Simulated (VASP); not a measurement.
# CdS (Fm-3m) in VASP: electric field gradients with r2SCAN

Aim: the electric field gradients of CdS with r2SCAN.

Program: VASP 6.6.1. These are calculated values, not measurements. Logs are shortened: lines on timing, memory, paths and dates and some standing lists are left out, and cuts for length are marked.

### 1 The cell of the first run

The structure is cubic, space group Fm-3m (No. 225). The conventional cell has a = 5.316 Å, b = 5.316 Å, c = 5.316 Å, α = 90.00°, β = 90.00°, γ = 90.00°. Within 3.5 Å of Cd (site symmetry m-3m) lie 6 S at 2.66 Å. Within 3.5 Å of S (site symmetry m-3m) lie 6 Cd at 2.66 Å.

### 2 Electric field gradients, r2SCAN (volume scaled by 0.9)

The input, POSCAR:

```
CdS
1.0
    0.0000000000      2.6582278552      2.6582278552
    2.6582278552      0.0000000000      2.6582278552
    2.6582278552      2.6582278552      0.0000000000
Cd S
1 1
Direct
    0.0000000000      0.0000000000      0.0000000000
    0.5000000000      0.5000000000      0.5000000000
```

The input, INCAR.step1:

```
SYSTEM = CdS
PREC = Accurate
ENCUT = 520
ISMEAR = -1
SIGMA = 0.03
LREAL = .FALSE.
LASPH = .TRUE.
NELM = 80
NBANDS = 16
GGA = PE
ALGO = Normal
EDIFF = 1E-4
LWAVE = .TRUE.
LCHARG = .FALSE.
```

The input, INCAR.step2:

```
SYSTEM = CdS
PREC = Accurate
ENCUT = 520
EDIFF = 1E-8
ISMEAR = -1
SIGMA = 0.03
LREAL = .FALSE.
LASPH = .TRUE.
NELM = 80
ALGO = Normal
ISIF = 2
LWAVE = .FALSE.
LCHARG = .FALSE.
METAGGA = R2SCAN
LMIXTAU = .TRUE.
LEFG = .TRUE.
NBANDS = 16
ISTART = 1
```

The input, KPOINTS:

```
Automatic mesh
0
G
  9 9 9
  0 0 0
```

Potentials or basis: VASP PAW PBE potentials, release 64 (Cd, S).

Started as:

```
cat potpaw_PBE.64/Cd/POTCAR potpaw_PBE.64/S/POTCAR > POTCAR
cp INCAR.step1 INCAR
mpirun -np 1 vasp_std > vasp.out
cp INCAR.step2 INCAR
mpirun -np 1 vasp_std > vasp.out
```

OUTCAR:

```text
SYSTEM = CdS
   PREC = Accurate
   ENCUT = 520
   EDIFF = 1E-8
   ISMEAR = -1
   LREAL = .FALSE.
   LASPH = .TRUE.
   NELM = 80
   ISIF = 2
   METAGGA = R2SCAN
   ISTART = 1

 ion  position               nearest neighbor table
   1  0.000  0.000  0.000-   2 2.66   2 2.66   2 2.66   2 2.66   2 2.66   2 2.66
   2  0.500  0.500  0.500-   1 2.66   1 2.66   1 2.66   1 2.66   1 2.66   1 2.66

  LATTYP: Found a face centered cubic cell.
 ALAT       =     5.3164557104

  Lattice vectors:

 A1 = (   0.0000000000,   2.6582278552,   2.6582278552)
 A2 = (   2.6582278552,   0.0000000000,   2.6582278552)
 A3 = (   2.6582278552,   2.6582278552,   0.0000000000)

Analysis of symmetry for initial positions (statically):
=====================================================================
 Subroutine PRICEL returns:
 Original cell was already a primitive cell.

 Routine SETGRP: Setting up the symmetry group for a
 face centered cubic supercell.

 Subroutine GETGRP returns: Found 48 space group operations
[... 9 lines left out ...]

 Routine SETGRP: Setting up the symmetry group for a
 face centered cubic supercell.

 Subroutine GETGRP returns: Found 48 space group operations
[... 11 lines left out ...]
                                     Primitive cell

  volume of cell :      37.5670

  direct lattice vectors                    reciprocal lattice vectors
     0.000000000  2.658227855  2.658227855    -0.188095238  0.188095238  0.188095238
     2.658227855  0.000000000  2.658227855     0.188095238 -0.188095238  0.188095238
     2.658227855  2.658227855  0.000000000     0.188095238  0.188095238 -0.188095238

  length of vectors
     3.759301885  3.759301885  3.759301885     0.325790508  0.325790508  0.325790508

  position of ions in fractional coordinates (direct lattice)
     0.000000000  0.000000000  0.000000000
     0.500000000  0.500000000  0.500000000

  ion indices of the primitive-cell ions
   primitive index   ion index
                 1           1
                 2           2

----------------------------------------------------------------------------------------

 KPOINTS: Automatic mesh

Automatic generation of k-mesh.
 Grid dimensions read from file:
 generate k-points for:    9    9    9

 Generating k-lattice:

  Cartesian coordinates                     Fractional coordinates (reciprocal lattice)
    -0.020899471  0.020899471  0.020899471     0.111111111  0.000000000  0.000000000
     0.020899471 -0.020899471  0.020899471     0.000000000  0.111111111  0.000000000
     0.020899471  0.020899471 -0.020899471     0.000000000  0.000000000  0.111111111

  Length of vectors
     0.036198945  0.036198945  0.036198945

  Shift w.r.t. Gamma in fractional coordinates (k-lattice)
     0.000000000  0.000000000  0.000000000

 Subroutine IBZKPT returns following result:
 ===========================================

 Found     35 irreducible k-points:

 Following reciprocal coordinates:
            Coordinates               Weight
  0.000000  0.000000  0.000000      1.000000
  0.111111  0.000000  0.000000      8.000000
  0.222222  0.000000  0.000000      8.000000
  0.333333  0.000000  0.000000      8.000000
  0.444444  0.000000  0.000000      8.000000
  0.111111  0.111111  0.000000      6.000000
[... 16 lines left out ...]
 -0.333333  0.333333  0.000000     12.000000
  0.444444  0.444444  0.000000      6.000000
 [... further k-points ...]
   k-points           NKPTS =     35   k-points in BZ     NKDIM =     35   number of bands    NBANDS=     16
   number of dos      NEDOS =    301   number of ions     NIONS =      2
   total plane-waves  NPLWV =  21952
   dimension x,y,z NGX =    28 NGY =   28 NGZ =   28
   dimension x,y,z NGXF=    56 NGYF=   56 NGZF=   56
   ions per type =               1   1
   NGX,Y,Z   is equivalent  to a cutoff of  12.38, 12.38, 12.38 a.u.
   NGXF,Y,Z  is equivalent  to a cutoff of  24.76, 24.76, 24.76 a.u.
 SYSTEM =  CdS
   PREC   = accura    normal or accurate (medium, high low for compatibility)
   ISTART =      1    job   : 0-new  1-cont  2-samecut
   ICHARG =      0    charge: 1-file 2-atom 10-const
   ISPIN  =      1    spin polarized calculation?
   LNONCOLLINEAR =      F non collinear calculations
   LSORBIT =      F    spin-orbit coupling
   LASPH  =      T    aspherical Exc in radial PAW
   ENCUT  =  520.0 eV  38.22 Ry    6.18 a.u.   6.99  6.99  6.99*2*pi/ulx,y,z
   NELM   =     80;   NELMIN=  2; NELMDL=  0     # of ELM steps
   EDIFF  = 0.1E-07   stopping-criterion for ELM
   LREAL  =      F    real-space projection
   EDIFFG = 0.1E-06   stopping-criterion for IOM
   NSW    =      0    number of steps for IOM
   IBRION =     -1    ionic relax: 0-MD 1-quasi-New 2-CG
   NFREE  =      0    steps in history (QN), initial steepest desc. (CG)
   ISIF   =      2    stress and relaxation
   ISYM   =      2    0-nonsym 1-usesym 2-fastsym
   POTIM  = 0.5000    time-step for ionic-motion
   TEBEG  =    0.0;   TEEND  =   0.0 temperature during run
   PSTRESS=    0.0 pullay stress
   NELECT =      18.0000    total number of electrons
   NUPDOWN=      -1.0000    fix difference up-down
   EMIN   =  10.00;   EMAX   =-10.00  energy-range for DOS
   EFERMI =   0.00;   METHOD = LEGACY
   ISMEAR =    -1;   SIGMA  =   0.03  broadening in eV -4-tet -1-fermi 0-gaus
   EFERMI_NEDOS =   21; number of points for ismear=-14 and -15
   IALGO  =     38    algorithm
   IMIX   =      4    mixing-type and parameters
     AMIX     =   0.40;   BMIX     =  1.00
     AMIX_MAG =   1.60;   BMIX_MAG =  1.00
  volume/ion in A,a.u.               =      18.78       126.76
  Fermi-wavevector in a.u.,A,eV,Ry     =   1.281042  2.420819 22.328104  1.641069
  Thomas-Fermi vector in A             =   2.413435
   LORBIT       =      0    0 simple, 1 ext, 2 COOP (PROOUT), +10 PAW based schemes
   METAGGA = R2SCAN    functional components
   LHFCALC =     F    Hartree Fock is set to
   AEXX    =    0.0000 exact exchange contribution
   IVDW    =     0    specifies the selected vdW correction
   LEPSILON=     F    determine dielectric tensor
   LRPA    =     F    only Hartree local field effects (RPA)
 non-spin polarized calculation
  energy-cutoff  :      520.00
  volume of cell :       37.57
 maximum number of plane-waves:      1022
   NGX = 13   NGY = 13   NGZ = 13

 number of electron      18.0000001 magnetization

 Free energy of the ion-electron system (eV)
  ---------------------------------------------------
  ext. energy  EPLUGINS =         0.00000000
  ---------------------------------------------------
  free energy    TOTEN  =       -29.44861902 eV

  energy without entropy =      -29.44861901  energy(sigma->0) =      -29.44861901

 E-fermi :   4.0222     XC(G=0): -11.4197

 val. band max:        3.5533798143   @ k =  -0.3333   0.1111   0.0000
 cond. band min:       4.4365410417   @ k =   0.4444   0.4444   0.0000
 fundamental gap:      0.8831612274
 Fermi energy:         4.0222400669

 k-point     1 :       0.0000    0.0000    0.0000
  band No.  band energies     occupation
      1     -10.3819      2.00000
      2      -4.4914      2.00000
      3      -4.4914      2.00000
      4      -4.4864      2.00000
      5      -4.4864      2.00000
      6      -4.4864      2.00000
[... 8 lines left out ...]
     15      16.4974      0.00000
     16      16.4974      0.00000

 k-point     2 :       0.1111    0.0000    0.0000
  band No.  band energies     occupation
      1     -10.2561      2.00000
      2      -4.5438      2.00000
      3      -4.5438      2.00000
      4      -4.5039      2.00000
      5      -4.4575      2.00000
      6      -4.4575      2.00000
[... 8 lines left out ...]
     15      14.8172      0.00000
     16      15.8999      0.00000

 k-point     3 :       0.2222    0.0000    0.0000
  band No.  band energies     occupation
      1      -9.9069      2.00000
      2      -4.6730      2.00000
      3      -4.6730      2.00000
      4      -4.5664      2.00000
      5      -4.3817      2.00000
      6      -4.3817      2.00000
[... 8 lines left out ...]
     15      14.8992      0.00000
     16      15.5735      0.00000
[... 362 lines left out ...]
 k-point    23 :      -0.3333    0.3333    0.0000
  band No.  band energies     occupation
      1      -9.0998      2.00000
      2      -4.7195      2.00000
      3      -4.6710      2.00000
      4      -4.4296      2.00000
      5      -4.2191      2.00000
      6      -3.8642      2.00000
[... 8 lines left out ...]
     15      16.3825      0.00000
     16      21.0702      0.00000

 k-point    24 :       0.4444    0.4444    0.0000
  band No.  band energies     occupation
      1      -9.3333      2.00000
      2      -4.6806      2.00000
      3      -4.3586      2.00000
      4      -4.1604      2.00000
      5      -4.1604      2.00000
      6      -3.5195      2.00000
[... 8 lines left out ...]
     15      18.8760      0.00000
     16      19.4791      0.00000

 [... further k-points ...]
[... 5 lines left out ...]
  --------------------------------------------------------------------------------------
  -------------------------------------------------------------------------------------
  Total        1.9170925      1.9170925      1.9170925      0.0000000      0.0000000     -0.0000000
  in kB       81.7611591     81.7611591     81.7611591      0.0000000      0.0000000     -0.0000000
  external PRESSURE =      81.7611591 kB  Pullay stress =       0.0000000 kB

 VOLUME and BASIS-vectors are now :
 -----------------------------------------------------------------------------
  energy-cutoff  :      520.00
  volume of cell :       37.57
      direct lattice vectors                 reciprocal lattice vectors
     0.000000000  2.658227855  2.658227855    -0.188095238  0.188095238  0.188095238
     2.658227855  0.000000000  2.658227855     0.188095238 -0.188095238  0.188095238
     2.658227855  2.658227855  0.000000000     0.188095238  0.188095238 -0.188095238

 POSITION                                       TOTAL-FORCE (eV/Angst)
 -----------------------------------------------------------------------------------
      0.00000      0.00000      0.00000         0.000000      0.000000      0.000000
      2.65823      2.65823      2.65823        -0.000000      0.000000     -0.000000
 -----------------------------------------------------------------------------------
    total drift:                                0.000000      0.000000      0.000000

  FREE ENERGIE OF THE ION-ELECTRON SYSTEM (eV)
  ---------------------------------------------------
  free  energy   TOTEN  =       -29.4486190208 eV

  energy  without entropy=      -29.4486190050  energy(sigma->0) =      -29.44861901

 Electric field gradients (V/A^2)
---------------------------------------------------------------------
 ion       V_xx      V_yy      V_zz      V_xy      V_xz      V_yz
---------------------------------------------------------------------
   1      -0.000    -0.000    -0.000    -0.001    -0.001    -0.001
   2       0.000     0.000     0.000    -0.000    -0.000    -0.000
---------------------------------------------------------------------

 Electric field gradients after diagonalization (V/A^2)
 (convention: |V_zz| > |V_xx| > |V_yy|)
----------------------------------------------------------------------
 ion       V_xx      V_yy      V_zz     asymmetry (V_yy - V_xx)/ V_zz
----------------------------------------------------------------------
   1       0.001     0.001    -0.003       0.000
   2       0.000     0.000    -0.001       0.000
----------------------------------------------------------------------

           NMR quadrupolar parameters

 Cq : quadrupolar parameter    Cq=e*Q*V_zz/h
 eta: asymmetry parameters     (V_yy - V_xx)/ V_zz
 Q  : nuclear electric quadrupole moment in mb (millibarn)
----------------------------------------------------------------------
 ion       Cq(MHz)       eta       Q (mb)
----------------------------------------------------------------------
   1      -0.000       0.000       1.000
   2      -0.000       0.000       1.000
----------------------------------------------------------------------
```

Wall time 1.9 min (1 thread of Intel Xeon 8259CL, shared host); peak memory 0.18 GiB.

What came out:

```
Free energy            : -29.4486 eV
Pressure               : 8.2 GPa
Band gap on the k mesh : 0.88 eV, indirect (least direct gap 2.94 eV)
```

Levels at points of the mesh, in eV from the valence-band top:
```csv
k point,band 7,band 8,band 9,band 10,band 11,band 12
"(0.00, 0.00, 0.00)",-0.95,-0.95,-0.95,1.99,9.75,9.75
```

Caveat: without QUAD_EFG the Cq values of the log hold for a quadrupole moment of 1 mb, not for the nuclei; the PAW data sets were made with another functional, which shifts forces and pressure a little. A k mesh can miss the band edges.
